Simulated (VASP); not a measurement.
# In3Sb2As (I4/mmm) in VASP: single point with PBE

Aim: the single point of In3Sb2As with PBE.

Everything below comes from runs of VASP 6.6.1. Logs are shortened: lines on timing, memory, paths and dates and some standing lists are left out, and cuts for length are marked.

**1. The cell of the first run**

The structure is tetragonal, space group I4/mmm (No. 139). Conventional cell: a = 5.657 Å, b = 5.657 Å, c = 11.822 Å, α = 90.00°, β = 90.00°, γ = 90.00°. In (site symmetry mmm) has 2 In at 2.83 Å and 2 As at 2.83 Å and 2 Sb at 2.96 Å within 3.7 Å. Within 3.7 Å of In (site symmetry 4/mmm) lie 4 In at 2.83 Å. Within 4.1 Å of Sb (site symmetry -4m2) lie 6 In at 2.96 to 4.09 Å and 4 Sb at 4.00 Å and 4 As at 4.09 Å. Within 3.7 Å of As (site symmetry 4/mmm) lie 4 In at 2.83 Å.

The cell was generated, and may not be a known phase.

**2. Single point, PBE**

The input, INCAR:

```
SYSTEM = In3Sb2As
PREC     = Accurate       ! precision mode
ENCUT    = 520            ! plane-wave cutoff, eV
EDIFF    = 1E-6           ! SCF threshold, eV
ISMEAR   = 0              ! smearing method
SIGMA    = 0.2            ! smearing width, eV
LREAL    = .False.        ! projectors in reciprocal space
LASPH    = .True.         ! aspherical terms in the spheres
NELM     = 60             ! most SCF steps
ALGO     = Normal         ! electronic algorithm
ISIF     = 2              ! what is computed and relaxed
LWAVE    = .False.        ! write WAVECAR
LCHARG   = .False.        ! write CHGCAR
GGA      = PE             ! functional
NBANDS   = 36             ! bands
```

The input, KPOINTS:

```
Automatic mesh
0
Gamma
  4 4 4
  0 0 0
```

The input, POSCAR:

```
In3Sb2As
1.0
   -2.8283933899      2.8283933899      5.9107524151
    2.8283933899     -2.8283933899      5.9107524151
    2.8283933899      2.8283933899     -5.9107524151
In Sb As
3 2 1
Direct
    0.5000000000      0.0000000000      0.5000000000
    0.0000000000      0.5000000000      0.5000000000
    0.5000000000      0.5000000000      0.0000000000
    0.7500000000      0.2500000000      0.5000000000
    0.2500000000      0.7500000000      0.5000000000
    0.0000000000      0.0000000000      0.0000000000
```

Potentials or basis: VASP PAW PBE potentials, release 64 (In_d, Sb, As).

Launch:

```bash
cat potpaw_PBE.64/In_d/POTCAR potpaw_PBE.64/Sb/POTCAR potpaw_PBE.64/As/POTCAR > POTCAR
mpirun -np 1 vasp_std > vasp.out
```

OUTCAR:

```text
SYSTEM = In3Sb2As
   PREC = Accurate
   ENCUT = 520
   EDIFF = 1E-6
   ISMEAR = 0
   LREAL = .False.
   LASPH = .True.
   NELM = 60
   ISIF = 2
   GGA = PE

 ion  position               nearest neighbor table
   1  0.500  0.000  0.500-   3 2.83   6 2.83   3 2.83   6 2.83   5 2.96   4 2.96   2 4.00   2 4.00
                             2 4.00   2 4.00
   2  0.000  0.500  0.500-   3 2.83   6 2.83   6 2.83   3 2.83   5 2.96   4 2.96   1 4.00   1 4.00
                             1 4.00   1 4.00
   3  0.500  0.500  0.000-   1 2.83   2 2.83   1 2.83   2 2.83
   4  0.750  0.250  0.500-   1 2.96   2 2.96
   5  0.250  0.750  0.500-   1 2.96   2 2.96
   6  0.000  0.000  0.000-   1 2.83   2 2.83   2 2.83   1 2.83

  LATTYP: Found a body centered tetragonal cell.
 ALAT       =     5.6567867798
 C/A-ratio  =     2.0897914824

  Lattice vectors:

 A1 = (  -2.8283933899,   2.8283933899,   5.9107524151)
 A2 = (   2.8283933899,  -2.8283933899,   5.9107524151)
 A3 = (   2.8283933899,   2.8283933899,  -5.9107524151)

Analysis of symmetry for initial positions (statically):
=====================================================================
 Subroutine PRICEL returns:
 Original cell was already a primitive cell.

 Routine SETGRP: Setting up the symmetry group for a
 body centered tetragonal supercell.

 Subroutine GETGRP returns: Found 16 space group operations
 (whereof 16 operations were pure point group operations)
 out of a pool of 16 trial point group operations.

The static configuration has the point symmetry D_4h.

Analysis of symmetry for dynamics (positions and initial velocities):
=====================================================================
 Subroutine PRICEL returns:
 Original cell was already a primitive cell.

 Routine SETGRP: Setting up the symmetry group for a
 body centered tetragonal supercell.

 Subroutine GETGRP returns: Found 16 space group operations
 (whereof 16 operations were pure point group operations)
 out of a pool of 16 trial point group operations.

The dynamic configuration has the point symmetry D_4h.

 Subroutine INISYM returns: Found 16 space group operations
 (whereof 16 operations are pure point group operations),
 and found     1 'primitive' translations

----------------------------------------------------------------------------------------

[... 89 lines left out ...]
   LREAL  =      F    real-space projection
   EDIFFG = 0.1E-04   stopping-criterion for IOM
   NSW    =      0    number of steps for IOM
   IBRION =     -1    ionic relax: 0-MD 1-quasi-New 2-CG
   NFREE  =      0    steps in history (QN), initial steepest desc. (CG)
   ISIF   =      2    stress and relaxation
   ISYM   =      2    0-nonsym 1-usesym 2-fastsym
   POTIM  = 0.5000    time-step for ionic-motion
   TEBEG  =    0.0;   TEEND  =   0.0 temperature during run
   PSTRESS=    0.0 pullay stress
   NELECT =      54.0000    total number of electrons
   NUPDOWN=      -1.0000    fix difference up-down
   EMIN   =  10.00;   EMAX   =-10.00  energy-range for DOS
   EFERMI =   0.00;   METHOD = LEGACY
   ISMEAR =     0;   SIGMA  =   0.20  broadening in eV -4-tet -1-fermi 0-gaus
   EFERMI_NEDOS =   21; number of points for ismear=-14 and -15
   IALGO  =     38    algorithm
   IMIX   =      4    mixing-type and parameters
     AMIX     =   0.40;   BMIX     =  1.00
     AMIX_MAG =   1.60;   BMIX_MAG =  1.00
  volume/ion in A,a.u.               =      31.52       212.73
  Fermi-wavevector in a.u.,A,eV,Ry     =   1.077983  2.037093 15.810617  1.162048
  Thomas-Fermi vector in A             =   2.213910
   LORBIT       =      0    0 simple, 1 ext, 2 COOP (PROOUT), +10 PAW based schemes
   GGA     = PE    functional components
   LHFCALC =     F    Hartree Fock is set to
   AEXX    =    0.0000 exact exchange contribution
   IVDW    =     0    specifies the selected vdW correction
   LEPSILON=     F    determine dielectric tensor
   LRPA    =     F    only Hartree local field effects (RPA)
 non-spin polarized calculation
 Gauss-broadening in eV      SIGMA  =   0.20
  energy-cutoff  :      520.00
  volume of cell :      189.14
 maximum number of plane-waves:      5114
 NGX is ok and might be reduce to    54
   NGX = 27   NGY = 27   NGZ = 27

 number of electron      53.9999988 magnetization

 Free energy of the ion-electron system (eV)
  ---------------------------------------------------
  ext. energy  EPLUGINS =         0.00000000
  ---------------------------------------------------
  free energy    TOTEN  =       -17.87150333 eV

  energy without entropy =      -17.78162250  energy(sigma->0) =      -17.82656291

 E-fermi :   5.0329     XC(G=0):  -9.1369

 val. band max:        4.8557409974   @ k =   0.5000   0.2500   0.0000
 cond. band min:       5.0341987342   @ k =   0.2500   0.2500   0.0000
 fundamental gap:      0.1784577368
 Fermi energy:         5.0329444078

 k-point     1 :       0.0000    0.0000    0.0000
  band No.  band energies     occupation
      1     -10.3352      2.00000
      2     -10.1240      2.00000
      3      -9.9570      2.00000
      4      -9.8748      2.00000
      5      -9.8748      2.00000
      6      -9.7079      2.00000
[... 496 lines left out ...]
     35       9.3485      0.00000
     36       9.3486      0.00000

------------------------ aborting loop because EDIFF is reached ----------------------------------------

  FORCE on cell =-STRESS in cart. coord.  units (eV):
  Direction    XX          YY          ZZ          XY          YZ          ZX
  --------------------------------------------------------------------------------------
  -------------------------------------------------------------------------------------
  Total        0.0215349      0.0215349      0.2890062      0.0000000      0.0000000      0.0000000
  in kB        0.1824195      0.1824195      2.4481348      0.0000000      0.0000000      0.0000000
  external PRESSURE =       0.9376579 kB  Pullay stress =       0.0000000 kB

 VOLUME and BASIS-vectors are now :
 -----------------------------------------------------------------------------
  energy-cutoff  :      520.00
  volume of cell :      189.14
      direct lattice vectors                 reciprocal lattice vectors
    -2.828393390  2.828393390  5.910752415     0.000000000  0.176778804  0.084591599
     2.828393390 -2.828393390  5.910752415     0.176778804  0.000000000  0.084591599
     2.828393390  2.828393390 -5.910752415     0.176778804  0.176778804  0.000000000

 POSITION                                       TOTAL-FORCE (eV/Angst)
 -----------------------------------------------------------------------------------
      0.00000      2.82839      0.00000         0.000000     -0.000000     -0.000000
      2.82839      0.00000      0.00000         0.000000     -0.000000     -0.000000
      0.00000      0.00000      5.91075         0.000000     -0.000000     -0.000000
      0.00000      2.82839      2.95538        -0.000000      0.000000      0.000000
      2.82839      0.00000      2.95538         0.000000      0.000000     -0.000000
      0.00000      0.00000      0.00000         0.000000     -0.000000     -0.000000
 -----------------------------------------------------------------------------------
    total drift:                                0.000000      0.000000     -0.000000

  FREE ENERGIE OF THE ION-ELECTRON SYSTEM (eV)
  ---------------------------------------------------
  free  energy   TOTEN  =       -17.8715033271 eV

  energy  without entropy=      -17.7816225020  energy(sigma->0) =      -17.82656291
```

Wall time 88 s (1 thread of Intel Xeon Platinum 8488C (Sapphire Rapids), shared host); peak memory 0.43 GiB.

Results:

- Free energy: -17.8715 eV
- Pressure: 0.1 GPa
- Band gap on the k mesh: zero (bands 27 and 28 overlap by 1.65 eV)

Caveat: spin-orbit coupling is left out, which moves the levels of the heavy elements.

The gap in the log of VASP goes by the Fermi energy; the results here count the filled bands.